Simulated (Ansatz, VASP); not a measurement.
**Eu: VASP beside Ansatz**

The input INCAR:

```
SYSTEM = Eu
ALGO     = Fast           ! electronic algorithm
EDIFF    = 1E-6           ! SCF threshold, eV
ENCUT    = 520            ! plane-wave cutoff, eV
GGA      = PE             ! functional
ISIF     = 2              ! what is computed and relaxed
ISMEAR   = 0              ! smearing method
ISPIN    = 2              ! spin polarisation
LASPH    = .True.         ! aspherical terms in the spheres
LCHARG   = .True.         ! write CHGCAR
LDAU     = .True.         ! DFT+U
LDAUJ    = 0            
LDAUL    = 3              ! shell
LDAUPRINT= 1            
LDAUTYPE = 2            
LDAUU    = 6              ! U, eV
LELF     = .True.         ! ELF
LMAXMIX  = 6              ! l up to which the mixer works
LORBIT   = 11             ! projections on sites
LREAL    = .False.        ! projectors in reciprocal space
LVHAR    = .True.       
LWAVE    = .False.        ! write WAVECAR
MAGMOM   = 7.85           ! initial moments
NBANDS   = 18             ! bands
NELM     = 150            ! most SCF steps
PREC     = Accurate       ! precision mode
SIGMA    = 0.1            ! smearing width, eV
```

Contents of KPOINTS:

```
k-points
0
Gamma
  6 6 12
  0 0 0
```

POSCAR

```
Eu
1.0
    4.5649291920      0.0000000000      0.0000000000
    0.0000000000      4.5649291920      0.0000000000
    2.2824645960     -2.2824645960      2.2824645960
Eu
1
Direct
    0.0000000000      0.0000000000      0.0000000000
```

Input for Ansatz:

```yaml
crystal:
  lattice:
    - [4.564929192, 0.0, 0.0]
    - [0.0, 4.564929192, 0.0]
    - [2.282464596, -2.282464596, 2.282464596]
  atoms:
    - { symbol: Eu, position: [0.0, 0.0, 0.0], spin: 7.85 }
basis:
  ecutwfc: 420
kpoints:
  mp_grid: { grid: [6, 6, 12] }
hamiltonian:
  xc: pbe
  hubbard: { sites: [{ species: Eu, l: f, u_eff: 6.0 }] }
scf:
  occupations: { method: gaussian, width: 0.1 }
  lower_state_search: "off"
output:
  forces: true
  stress: true
  eigenvalues: true
  hubbard: { sites: [{ species: Eu, l: f }] }
  populations: true
  write_density: true
  write_potential: true
  elf: true
  volumetric_format: npy
magnetization:
  spin_polarized: true
checkpoint:
  read: start.run
  write: ck
  compress: false
  write_wavefunctions: false
  write_every: 100000
```

Alike in both runs: task single point; functional PBE; k mesh 6 × 6 × 12; occupations gaussian, width 0.1 eV; collinear spin; Hubbard terms Eu f U = 6.0 eV.

|  | VASP | Ansatz |
| --- | --- | --- |
| version | VASP 6.6.1 | Ansatz 0.2.0 |
| potentials or method | VASP PAW PBE potentials, release 64 (Eu), cutoff 520 eV | scalar-relativistic, plane waves, PAW |
| valence electrons in the cell | 17 | 17 |

Ansatz gave:

| Quantity | Value |
| --- | --- |
| gap on the k mesh at the Fermi level (eV) | none |
| pressure (GPa) | -0.1 |
| net moment per atom (μB) | 7.47 |
| size of the moment on the site where the two differ most (μB) | 7.19 |

Estimate VASP's values.

gap on the k mesh at the Fermi level (eV): none; pressure (GPa): 0.1; net moment per atom (μB): 7.08; size of the moment on the site where the two differ most (μB): 6.75.

The net moments are unlike, so the other rows may belong to different states. Site moments also hang on the region over which each program counts them. The programs project onto different local orbitals, so the same U acts differently, and such runs can settle in different states. A gap of «none» marks a metal or a gap that the smearing closes. Ansatz's warnings: filled band counts differ across k points.

Neither program's run includes spin-orbit coupling.
